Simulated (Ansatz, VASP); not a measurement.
H3WCl4 in VASP and in Ansatz

```xyz
8
Lattice="4.8934 2.8252 2.4238 -4.8934 2.8252 2.4238 0.0000 -5.6504 2.4238" Properties=species:S:1:pos:R:3 pbc="T T T"
H    -3.6553   -1.6279    3.4363
H     0.4178    3.9795    3.4363
H     3.2374   -2.3516    3.4363
W     0.0000    0.0000    5.6800
Cl    0.0000    0.0000    0.6058
Cl    1.7910   -0.5297    4.1635
Cl   -1.3542   -1.2862    4.1635
Cl   -0.4368    1.8159    4.1635
```

Change from the starting cell: species swapped into the Ga3Co4Ge type (R3, No. 146).

Alike in both runs: functional PBE; k mesh 6 × 6 × 6; occupations gaussian, width 0.1 eV; no spin polarisation.

Ansatz relaxed the structure, and its values are those at the end. VASP's run is a single point on that final structure, the one shown.

|  | VASP | Ansatz |
| --- | --- | --- |
| version | VASP 6.6.1 | Ansatz 0.2.0 |
| potentials or method | VASP PAW PBE potentials, release 64 (H, W_sv, Cl), cutoff 520 eV | scalar-relativistic, plane waves, PAW |
| valence electrons in the cell | 45 | 45 |

Ansatz gave:

- gap on the k mesh at the Fermi level (eV): none
- pressure (GPa): 0.0
- rms of the force components (eV/Å): 0.002

Estimate VASP's values.

gap on the k mesh at the Fermi level (eV): none; pressure (GPa): 0.0; rms of the force components (eV/Å): 0.004.

A gap of «none» marks a metal or a gap that the smearing closes.

Spin-orbit coupling is off throughout.
